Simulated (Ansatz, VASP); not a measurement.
**One calculation of HfB, two programs**

```
CELL_PARAMETERS angstrom
3.42231 0.00000 0.00000
-1.71115 2.96380 0.00000
0.00000 0.00000 5.56767
ATOMIC_POSITIONS crystal
Hf 0.00000 0.00000 0.00000
Hf 0.00000 0.00000 0.50000
B 0.33333 0.66667 0.25000
B 0.66667 0.33333 0.75000
```

Alike in both runs: task relaxation of cell and atoms; functional PBE; k mesh 12 × 12 × 6; occupations gaussian, width 0.1 eV; no spin polarisation.

|  | VASP | Ansatz |
| --- | --- | --- |
| version | VASP 6.6.1 | Ansatz 0.2.0 |
| potentials or method | VASP PAW PBE potentials, release 64 (Hf_pv, B), cutoff 600 eV | scalar-relativistic, plane waves, PAW |
| valence electrons in the cell | 26 | 58 |

|  | VASP | Ansatz | Ansatz less VASP |
| --- | --- | --- | --- |
| gap on the k mesh at the Fermi level, each at its own relaxed structure (eV) | none | none | - |
| relaxed volume (Å³/atom) | 14.85 | 14.86 | +0.012 |
| relaxed cell length with the largest relative difference (Å) | 6.147 | 6.150 | +0.0029 |

A gap of «none» marks a metal or a gap that the smearing closes. VASP's potentials hold 26 valence electrons a cell and Ansatz's 58, so a difference there can come from the potentials and not from the codes.

Neither program's run includes spin-orbit coupling.
